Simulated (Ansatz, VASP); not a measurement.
One calculation of Te2Mo, two programs

```xyz
6
Lattice="3.4730 0.0000 0.0000 -1.7365 3.0077 0.0000 0.0000 0.0000 13.7755" Properties=species:S:1:pos:R:3 pbc="T T T"
Te    0.0000    2.0051    8.5356
Te    1.7365    1.0026    1.6478
Te    0.0000    2.0051   12.1276
Te    1.7365    1.0026    5.2399
Mo    0.0000    2.0051    3.4439
Mo    1.7365    1.0026   10.3316
```

Alike in both runs: functional LDA; k mesh 10 × 10 × 2; occupations fermi-dirac, width 0.05 eV; no spin polarisation.

Ansatz relaxed the structure, and its values are those at the end. VASP's run is a single point on that final structure, the one shown.

|  | VASP | Ansatz |
| --- | --- | --- |
| version | VASP 6.6.1 | Ansatz 0.2.0 |
| potentials or method | VASP PAW LDA potentials, release 64 (Te, Mo_sv) | PAW with Ansatz's default frozen-core files, scalar-relativistic |
| plane-wave cutoff (eV) | 520 | 420 |
| valence electrons in the cell | 52 | 92 |

VASP gave:

* pressure (GPa): 0.3
* rms of the force components (eV/Å): 0.027

Problem. Estimate Ansatz's values.

Solution. Pressure (GPa): 0.0; rms of the force components (eV/Å): 0.000.

LDA's correlation is that of Perdew and Zunger in VASP and of Perdew and Wang (1992) in Ansatz. VASP's potentials hold 52 valence electrons a cell and Ansatz's 92, so a difference there can come from the potentials and not from the codes.

Neither program's run includes spin-orbit coupling.
